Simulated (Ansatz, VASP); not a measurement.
# Pb: VASP beside Ansatz

```
Pb
1.0
     3.25444    0.00000    0.00000
     0.00000    3.25444    0.00000
     0.00000    0.00000    3.26098
Pb
1
Direct
  0.50000 0.50000 0.50000
```

Alike in both runs: functional PBE; k mesh 6 × 6 × 6; occupations gaussian, width 0.1 eV; no spin polarisation.

Ansatz relaxed the structure, and its values are those at the end. VASP's run is a single point on that final structure, the one shown.

|  | VASP | Ansatz |
| --- | --- | --- |
| version | VASP 6.6.1 | Ansatz 0.2.0 |
| potentials or method | VASP PAW PBE potentials, release 64 (Pb_d), cutoff 520 eV | scalar-relativistic, plane waves, PAW |
| valence electrons in the cell | 14 | 14 |

|  | VASP | Ansatz | Ansatz less VASP |
| --- | --- | --- | --- |
| gap on the k mesh at the Fermi level (eV) | none | none | - |
| pressure (GPa) | -0.3 | -0.2 | +0.06 |

A gap of «none» marks a metal or a gap that the smearing closes.

Spin-orbit coupling is off throughout.
